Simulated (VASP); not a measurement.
BaF2:

```
Ba F
1.0
     0.00000    3.09716    3.09716
     3.09716    0.00000    3.09716
     3.09716    3.09716    0.00000
Ba F
1 2
Direct
  0.00000 0.00000 0.00000
  0.25000 0.25000 0.25000
  0.75000 0.75000 0.75000
```

Base run:

```yaml
Program: VASP 6.6.1
Functional: PBEsol
Potentials_or_basis: VASP PAW PBE potentials, release 64 (Ba_sv, F)
Cutoff: 600 eV
k_mesh: 6 × 6 × 6
Occupations: gaussian, width 0.01 eV
Spin: no spin polarisation
```

Its results: band gap on the k mesh 6.65 eV (least direct gap 6.72 eV); pressure -0.5 GPa.

Question: After a change of settings the same cell gave: band gap on the k mesh 7.36 eV (least direct gap 7.43 eV); pressure 0.9 GPa. Which change was it?
A. k mesh from 6 × 6 × 6 to 3 × 3 × 3
B. further incar settings from ALGO = Normal; EDIFF = 1e-06; NBANDS = 19 to ALGO = Normal; EDIFF = 1e-06; NBANDS = 19; ISYM = 0
C. functional from PBEsol to LDA; potentials or basis from VASP PAW PBE potentials, release 64 (Ba_sv, F) to VASP PAW LDA potentials, release 64 (Ba_sv, F)
D. functional from PBEsol to r2SCAN; cutoff from 600 eV to 660 eV

Answer: D.

Caveats: the PAW data sets were made with another functional, which shifts forces and pressure a little; spin-orbit coupling is left out, which moves the levels of the heavy elements.
